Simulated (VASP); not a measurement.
# LaTe (R-3m) in VASP: further runs, part 2 of 2

VASP 6.6.1. The steps go on from the part before.

## (4) Electric field gradients, LDA (equal xy, yz and zx shear strains of -1 %)

File INCAR:

```
SYSTEM = LaTe
PREC     = Accurate       ! precision mode
ENCUT    = 520            ! plane-wave cutoff, eV
EDIFF    = 1E-8           ! SCF threshold, eV
ISMEAR   = -1             ! smearing method
SIGMA    = 0.08           ! smearing width, eV
LREAL    = .False.        ! projectors in reciprocal space
LASPH    = .True.         ! aspherical terms in the spheres
NELM     = 60             ! most SCF steps
ALGO     = Normal         ! electronic algorithm
ISIF     = 2              ! what is computed and relaxed
LWAVE    = .False.        ! write WAVECAR
LCHARG   = .False.        ! write CHGCAR
GGA      = CA             ! functional
LEFG     = .True.       
NBANDS   = 16             ! bands
```

File KPOINTS:

```
regular mesh
0
Gamma
  10 10 10
  0 0 0
```

File POSCAR:

```
LaTe
1.0
   -0.0321100000      3.1949450000      3.1949450000
    3.1949450000     -0.0321100000      3.1949450000
    3.1949450000      3.1949450000     -0.0321100000
La Te
1 1
Direct
    0.0000000000      0.0000000000      0.0000000000
    0.5000000000      0.5000000000      0.5000000000
```

Potentials or basis: VASP PAW LDA potentials, release 64 (La, Te).

Started as:

```sh
cat potpaw_LDA.64/La/POTCAR potpaw_LDA.64/Te/POTCAR > POTCAR
mpirun -np 1 vasp_std > vasp.out
```

OUTCAR:

```text
SYSTEM = LaTe
   PREC = Accurate
   ENCUT = 520
   EDIFF = 1E-8
   ISMEAR = -1
   LREAL = .False.
   LASPH = .True.
   NELM = 60
   ISIF = 2
   GGA = CA

 ion  position               nearest neighbor table
   1  0.000  0.000  0.000-   2 3.21   2 3.21   2 3.21   2 3.21   2 3.21   2 3.21
   2  0.500  0.500  0.500-   1 3.21   1 3.21   1 3.21   1 3.21   1 3.21   1 3.21

  LATTYP: Found a trigonal (rhomboedric) cell.
 ALAT       =     4.5184486451
 COS(alpha) =     0.4899250057

  Lattice vectors:

 A1 = (  -0.0321100000,   3.1949450000,   3.1949450000)
 A2 = (   3.1949450000,  -0.0321100000,   3.1949450000)
 A3 = (   3.1949450000,   3.1949450000,  -0.0321100000)

Analysis of symmetry for initial positions (statically):
=====================================================================
 Subroutine PRICEL returns:
 Original cell was already a primitive cell.

 Routine SETGRP: Setting up the symmetry group for a
 trigonal (rhombohedral) supercell.

 Subroutine GETGRP returns: Found 12 space group operations
 (whereof 12 operations were pure point group operations)
 out of a pool of 12 trial point group operations.

The static configuration has the point symmetry D_3d.

Analysis of symmetry for dynamics (positions and initial velocities):
=====================================================================
 Subroutine PRICEL returns:
 Original cell was already a primitive cell.

 Routine SETGRP: Setting up the symmetry group for a
 trigonal (rhombohedral) supercell.

 Subroutine GETGRP returns: Found 12 space group operations
 (whereof 12 operations were pure point group operations)
 out of a pool of 12 trial point group operations.

The dynamic configuration has the point symmetry D_3d.

 Subroutine INISYM returns: Found 12 space group operations
 (whereof 12 operations are pure point group operations),
 and found     1 'primitive' translations

----------------------------------------------------------------------------------------

                                     Primitive cell

  volume of cell :      66.2092

  direct lattice vectors                    reciprocal lattice vectors
    -0.032110000  3.194945000  3.194945000    -0.154157505  0.155722556  0.155722556
     3.194945000 -0.032110000  3.194945000     0.155722556 -0.154157505  0.155722556
     3.194945000  3.194945000 -0.032110000     0.155722556  0.155722556 -0.154157505

  length of vectors
     4.518448645  4.518448645  4.518448645     0.268818833  0.268818833  0.268818833

  position of ions in fractional coordinates (direct lattice)
     0.000000000  0.000000000  0.000000000
     0.500000000  0.500000000  0.500000000

  ion indices of the primitive-cell ions
   primitive index   ion index
                 1           1
                 2           2

----------------------------------------------------------------------------------------

 KPOINTS: regular mesh

Automatic generation of k-mesh.
 Grid dimensions read from file:
[... 73 lines left out ...]
   POTIM  = 0.5000    time-step for ionic-motion
   TEBEG  =    0.0;   TEEND  =   0.0 temperature during run
   PSTRESS=    0.0 pullay stress
   NELECT =      17.0000    total number of electrons
   NUPDOWN=      -1.0000    fix difference up-down
   EMIN   =  10.00;   EMAX   =-10.00  energy-range for DOS
   EFERMI =   0.00;   METHOD = LEGACY
   ISMEAR =    -1;   SIGMA  =   0.08  broadening in eV -4-tet -1-fermi 0-gaus
   EFERMI_NEDOS =   21; number of points for ismear=-14 and -15
   IALGO  =     38    algorithm
   IMIX   =      4    mixing-type and parameters
     AMIX     =   0.40;   BMIX     =  1.00
     AMIX_MAG =   1.60;   BMIX_MAG =  1.00
  volume/ion in A,a.u.               =      33.10       223.40
  Fermi-wavevector in a.u.,A,eV,Ry     =   1.040523  1.966304 14.730869  1.082688
  Thomas-Fermi vector in A             =   2.175103
   LORBIT       =      0    0 simple, 1 ext, 2 COOP (PROOUT), +10 PAW based schemes
   GGA     = CA    functional components
   LHFCALC =     F    Hartree Fock is set to
   AEXX    =    0.0000 exact exchange contribution
   IVDW    =     0    specifies the selected vdW correction
   LEPSILON=     F    determine dielectric tensor
   LRPA    =     F    only Hartree local field effects (RPA)
 non-spin polarized calculation
  energy-cutoff  :      520.00
  volume of cell :       66.21
 maximum number of plane-waves:      1808
 NGX is ok and might be reduce to    36
   NGX = 17   NGY = 17   NGZ = 17

 number of electron      17.0000000 magnetization

 Free energy of the ion-electron system (eV)
  ---------------------------------------------------
  ext. energy  EPLUGINS =         0.00000000
  ---------------------------------------------------
  free energy    TOTEN  =       -12.62180819 eV

  energy without entropy =      -12.58957320  energy(sigma->0) =      -12.60569069

 E-fermi :   8.2338     XC(G=0):  -9.7838

 val. band max:        8.2279303513   @ k =  -0.1000   0.1000   0.0000
 cond. band min:       8.2417532014   @ k =  -0.3000   0.3000   0.3000
 fundamental gap:      0.0138228501
 Fermi energy:         8.2337590093

 k-point     1 :       0.0000    0.0000    0.0000
  band No.  band energies     occupation
      1     -25.0351      2.00000
      2      -8.7458      2.00000
      3      -8.7458      2.00000
      4      -8.7328      2.00000
      5      -4.1000      2.00000
      6       5.9368      2.00000
[... 433 lines left out ...]
      3      -8.8482      2.00000
      4      -8.8265      2.00000
      5      -3.5763      2.00000
      6       4.0341      2.00000
[... 8 lines left out ...]
     15       9.6934      0.00000
     16       9.8439      0.00000

 [... further k-points ...]

------------------------ aborting loop because EDIFF is reached ----------------------------------------

  FORCE on cell =-STRESS in cart. coord.  units (eV):
  Direction    XX          YY          ZZ          XY          YZ          ZX
  --------------------------------------------------------------------------------------
  -------------------------------------------------------------------------------------
  Total       -0.8795805     -0.8795805     -0.8795805      0.0387078      0.0387078      0.0387078
  in kB      -21.2847208    -21.2847208    -21.2847208      0.9366782      0.9366782      0.9366782
  external PRESSURE =     -21.2847208 kB  Pullay stress =       0.0000000 kB

 VOLUME and BASIS-vectors are now :
 -----------------------------------------------------------------------------
  energy-cutoff  :      520.00
  volume of cell :       66.21
      direct lattice vectors                 reciprocal lattice vectors
    -0.032110000  3.194945000  3.194945000    -0.154157505  0.155722556  0.155722556
     3.194945000 -0.032110000  3.194945000     0.155722556 -0.154157505  0.155722556
     3.194945000  3.194945000 -0.032110000     0.155722556  0.155722556 -0.154157505

 POSITION                                       TOTAL-FORCE (eV/Angst)
 -----------------------------------------------------------------------------------
      0.00000      0.00000      0.00000        -0.000000      0.000000      0.000000
      3.17889      3.17889      3.17889         0.000000     -0.000000     -0.000000
 -----------------------------------------------------------------------------------
    total drift:                                0.000000      0.000000      0.000000

  FREE ENERGIE OF THE ION-ELECTRON SYSTEM (eV)
  ---------------------------------------------------
  free  energy   TOTEN  =       -12.6218081854 eV

  energy  without entropy=      -12.5895731975  energy(sigma->0) =      -12.60569069

 Electric field gradients (V/A^2)
---------------------------------------------------------------------
 ion       V_xx      V_yy      V_zz      V_xy      V_xz      V_yz
---------------------------------------------------------------------
   1       0.000     0.000     0.000     0.879     0.879     0.879
   2       0.000    -0.000    -0.000    -1.534    -1.534    -1.534
---------------------------------------------------------------------

 Electric field gradients after diagonalization (V/A^2)
 (convention: |V_zz| > |V_xx| > |V_yy|)
----------------------------------------------------------------------
 ion       V_xx      V_yy      V_zz     asymmetry (V_yy - V_xx)/ V_zz
----------------------------------------------------------------------
   1      -0.879    -0.879     1.759       0.000
   2       1.534     1.534    -3.068       0.000
----------------------------------------------------------------------

           NMR quadrupolar parameters

 Cq : quadrupolar parameter    Cq=e*Q*V_zz/h
 eta: asymmetry parameters     (V_yy - V_xx)/ V_zz
 Q  : nuclear electric quadrupole moment in mb (millibarn)
----------------------------------------------------------------------
 ion       Cq(MHz)       eta       Q (mb)
----------------------------------------------------------------------
   1       0.004       0.000       1.000
   2      -0.007       0.000       1.000
----------------------------------------------------------------------
```

It took 4.7 min on 1 thread of Oxide Virtual Turin-like, shared host; peak memory 0.26 GiB.

What came out:

```
Free energy                             : -12.6218 eV
Pressure                                : -2.1 GPa
Band gap on the k mesh                  : zero (an odd number of electrons rules out a gap without spin polarisation)
Largest electric field gradient by atom : La +1.8; Te -3.1 V/Å²
```

Levels at points of the mesh, in eV from the Fermi level:
| k point | band 5 | band 6 | band 7 | band 8 | band 9 | band 10 | band 11 | band 12 |
| --- | --- | --- | --- | --- | --- | --- | --- | --- |
| (0.00, 0.00, 0.00) | -12.33 | -2.30 | -2.30 | -2.24 | -0.06 | -0.06 | 0.07 | 0.67 |
| (0.50, 0.00, 0.00) | -11.20 | -5.24 | -3.90 | -3.83 | 0.75 | 1.07 | 1.09 | 1.29 |
| (0.50, 0.50, 0.00) | -11.99 | -3.60 | -2.70 | -2.65 | -1.61 | 1.18 | 1.18 | 1.25 |
| (0.50, 0.50, 0.50) | -11.19 | -5.24 | -3.94 | -3.94 | 0.75 | 1.08 | 1.08 | 1.30 |

Electric field gradients, principal values (V/Å²):
```
atom   least  middle  greatest (by size)
1 La  -0.879  -0.879               1.759
2 Te   1.534   1.534              -3.068
```

Caveat: the cell differs from its parent crystal (equal xy, yz and zx shear strains of -1 %); without QUAD_EFG the Cq values of the log hold for a quadrupole moment of 1 mb, not for the nuclei; spin-orbit coupling is left out, which moves the levels of the heavy elements.

## (5) Electric field gradients, LDA (equal xy, yz and zx shear strains of -1 %)

File INCAR:

```
PREC = Accurate ; ENCUT = 520
EDIFF = 1E-8 ; ISMEAR = -1
SIGMA = 0.08 ; LREAL = False
LASPH = True ; NELM = 100
ALGO = Normal ; ISIF = 2
LWAVE = False ; LCHARG = False
GGA = CA ; LEFG = True
NBANDS = 16
```

File KPOINTS:

```
regular mesh
0
Gamma
  10 10 10
```

POSCAR is that of step 4.

Potentials or basis: VASP PAW LDA potentials, release 64 (La, Te).

Started as:

```sh
cat potpaw_LDA.64/La/POTCAR potpaw_LDA.64/Te/POTCAR > POTCAR
mpirun -np 1 vasp_std > vasp.out
```

OUTCAR:

```text
PREC = Accurate
   ENCUT = 520
   EDIFF = 1E-8
   ISMEAR = -1
   LREAL = False
   LASPH = True
   NELM = 100
   ISIF = 2
   GGA = CA

 ion  position               nearest neighbor table
   1  0.000  0.000  0.000-   2 3.21   2 3.21   2 3.21   2 3.21   2 3.21   2 3.21
   2  0.500  0.500  0.500-   1 3.21   1 3.21   1 3.21   1 3.21   1 3.21   1 3.21

  LATTYP: Found a trigonal (rhomboedric) cell.
 ALAT       =     4.5184486451
 COS(alpha) =     0.4899250057

  Lattice vectors:

 A1 = (  -0.0321100000,   3.1949450000,   3.1949450000)
 A2 = (   3.1949450000,  -0.0321100000,   3.1949450000)
[... 669 lines left out ...]
  free  energy   TOTEN  =       -12.6218081854 eV

  energy  without entropy=      -12.5895731975  energy(sigma->0) =      -12.60569069

 Electric field gradients (V/A^2)
---------------------------------------------------------------------
 ion       V_xx      V_yy      V_zz      V_xy      V_xz      V_yz
---------------------------------------------------------------------
   1       0.000     0.000     0.000     0.879     0.879     0.879
   2       0.000    -0.000    -0.000    -1.534    -1.534    -1.534
---------------------------------------------------------------------

 Electric field gradients after diagonalization (V/A^2)
 (convention: |V_zz| > |V_xx| > |V_yy|)
----------------------------------------------------------------------
 ion       V_xx      V_yy      V_zz     asymmetry (V_yy - V_xx)/ V_zz
----------------------------------------------------------------------
   1      -0.879    -0.879     1.759       0.000
   2       1.534     1.534    -3.068       0.000
----------------------------------------------------------------------

           NMR quadrupolar parameters

 Cq : quadrupolar parameter    Cq=e*Q*V_zz/h
 eta: asymmetry parameters     (V_yy - V_xx)/ V_zz
 Q  : nuclear electric quadrupole moment in mb (millibarn)
----------------------------------------------------------------------
 ion       Cq(MHz)       eta       Q (mb)
----------------------------------------------------------------------
   1       0.004       0.000       1.000
   2      -0.007       0.000       1.000
----------------------------------------------------------------------
```

OSZICAR:

```text
N       E                     dE             d eps       ncg     rms          rms(c)
DAV:   1     0.131779632385E+03    0.13178E+03   -0.57163E+03  3744   0.124E+03
DAV:   2     0.228762235247E+01   -0.12949E+03   -0.11618E+03  4728   0.188E+02
DAV:   3    -0.119158214193E+02   -0.14203E+02   -0.13876E+02  5248   0.964E+01
DAV:   4    -0.126889787126E+02   -0.77316E+00   -0.76977E+00  6448   0.177E+01
DAV:   5    -0.127080486519E+02   -0.19070E-01   -0.18998E-01  4896   0.246E+00    0.377E+00
DAV:   6    -0.126367590707E+02    0.71290E-01   -0.26741E-01  5936   0.440E+00    0.246E+00
DAV:   7    -0.126245819655E+02    0.12177E-01   -0.17245E-02  4688   0.751E-01    0.113E+00
DAV:   8    -0.126219960917E+02    0.25859E-02   -0.68976E-03  6392   0.446E-01    0.123E-01
DAV:   9    -0.126218398972E+02    0.15619E-03   -0.22068E-03  5920   0.237E-01    0.516E-02
DAV:  10    -0.126218133223E+02    0.26575E-04   -0.12759E-04  6184   0.853E-02    0.386E-02
DAV:  11    -0.126218087542E+02    0.45681E-05   -0.79861E-05  6504   0.563E-02    0.849E-03
DAV:  12    -0.126218083537E+02    0.40058E-06   -0.38808E-06  6232   0.158E-02    0.606E-03
DAV:  13    -0.126218082359E+02    0.11776E-06   -0.41270E-07  6424   0.502E-03    0.269E-03
DAV:  14    -0.126218081905E+02    0.45369E-07   -0.68966E-07  6320   0.482E-03    0.120E-03
DAV:  15    -0.126218081854E+02    0.51014E-08   -0.24597E-08  4528   0.119E-03
   1 F= -.12621808E+02 E0= -.12605691E+02  d E =-.322350E-01
```

Wall time 4.3 min (1 thread of Oxide Virtual Turin-like, shared host); peak memory 0.26 GiB.

Results:

- Free energy: -12.6218 eV
- Pressure: -2.1 GPa
- Band gap on the k mesh: zero (an odd number of electrons rules out a gap without spin polarisation)
- Largest electric field gradient by atom: La +1.8; Te -3.1 V/Å²

Stress tensor (GPa, compression positive):
```
-2.13  0.09  0.09
 0.09 -2.13  0.09
 0.09  0.09 -2.13
```

Electric field gradients, principal values (V/Å²):
```csv
atom,least,middle,greatest (by size)
1 La,-0.879,-0.879,1.759
2 Te,1.534,1.534,-3.068
```

Caveat: the cell differs from its parent crystal (equal xy, yz and zx shear strains of -1 %); without QUAD_EFG the Cq values of the log hold for a quadrupole moment of 1 mb, not for the nuclei; spin-orbit coupling is left out, which moves the levels of the heavy elements.
